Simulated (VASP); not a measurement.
Write the native input for VASP 6.6.1 that does the following.

| Item | Value |
| --- | --- |
| Task | single point |
| Functional | PBEsol |
| Potentials or basis | VASP PAW PBE potentials, release 64 (Au) |
| Cutoff | 520 eV |
| k mesh | 1 × 1 × 13 |
| Occupations | gaussian, width 0.05 eV |
| Spin | collinear spin |
| Starting moments | [0.5, 0.5] μB |
| Dipole correction | no |
| Further INCAR settings | ALGO = Normal; EDIFF = 1e-07; NBANDS = 22 |

The structure of Au lies in POSCAR:

```
Au
1.0
    9.0000000000      0.0000000000      0.0000000000
    0.0000000000      9.3000000000      0.0000000000
    0.0000000000      0.0000000000      5.0386052372
Au
2
Direct
    0.5000000000      0.5000000000     -0.0174955705
    0.5000000000      0.5000000000      0.4824955705
```

One way to write it, as run:

INCAR

```
SYSTEM = Au
ALGO     = Normal         ! electronic algorithm
EDIFF    = 1E-7           ! SCF threshold, eV
ENCUT    = 520            ! plane-wave cutoff, eV
GGA      = PS             ! functional
ISIF     = 2              ! what is computed and relaxed
ISMEAR   = 0              ! smearing method
ISPIN    = 2              ! spin polarisation
LASPH    = .True.         ! aspherical terms in the spheres
LCHARG   = .False.        ! write CHGCAR
LMAXMIX  = 4              ! l up to which the mixer works
LORBIT   = 11             ! projections on sites
LREAL    = .False.        ! projectors in reciprocal space
LWAVE    = .False.        ! write WAVECAR
MAGMOM   = 0.5 0.5        ! initial moments
NBANDS   = 22             ! bands
NELM     = 150            ! most SCF steps
PREC     = Accurate       ! precision mode
SIGMA    = 0.05           ! smearing width, eV
```

KPOINTS

```
k-points
0
Gamma
  1 1 13
  0 0 0
```

Potentials or basis: VASP PAW PBE potentials, release 64 (Au).

Run with:

```console
$ cat potpaw_PBE.64/Au/POTCAR > POTCAR
$ mpirun -np 1 vasp_std > vasp.out
```

Results of the run:

```
Net moment                                            : 0.30 μB per cell
Site moments                                          : Au +0.15 μB
Valence electrons inside the program's atomic spheres : Au 9.60
```

Caveat: a moment this small can come from the mesh or the smearing.

It took 6.8 min on 1 thread of Intel Xeon 8259CL, with other jobs on the host, peak memory 0.63 GiB.
